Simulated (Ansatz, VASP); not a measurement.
# BaTiO3: VASP beside Ansatz

```
CELL_PARAMETERS angstrom
4.00600 0.00000 0.00000
0.00000 4.00600 0.00000
0.00000 0.00000 4.04606
ATOMIC_POSITIONS crystal
Ba 0.50000 0.50000 0.50000
Ti 0.00000 0.00000 0.00000
O 0.50000 0.00000 0.00000
O 0.00000 0.50000 0.00000
O 0.00000 0.00000 0.50000
```

Change from the starting cell: z stretched by +1 %, ions relaxed.

Alike in both runs: functional PBE; k mesh 8 × 8 × 8; occupations fermi-dirac, width 0.02 eV; no spin polarisation.

Ansatz relaxed the structure, and its values are those at the end. VASP's run is a single point on that final structure, the one shown.

|  | VASP | Ansatz |
| --- | --- | --- |
| version | VASP 6.6.1 | Ansatz 0.2.0 |
| potentials or method | VASP PAW PBE potentials, release 64 (Ba_sv, Ti_sv, O_h) | plane-wave PAW, scalar-relativistic |
| plane-wave cutoff (eV) | 910 | 420 |
| valence electrons in the cell | 40 | 40 |

|  | VASP | Ansatz | Ansatz less VASP |
| --- | --- | --- | --- |
| gap on the k mesh at the Fermi level (eV) | 1.70 | 1.76 | +0.059 |

Ansatz's warnings: stress scf threshold loose.

Spin-orbit coupling is off throughout. Noted on VASP's run: the cutoff is short for stress, so the pressure is rough.
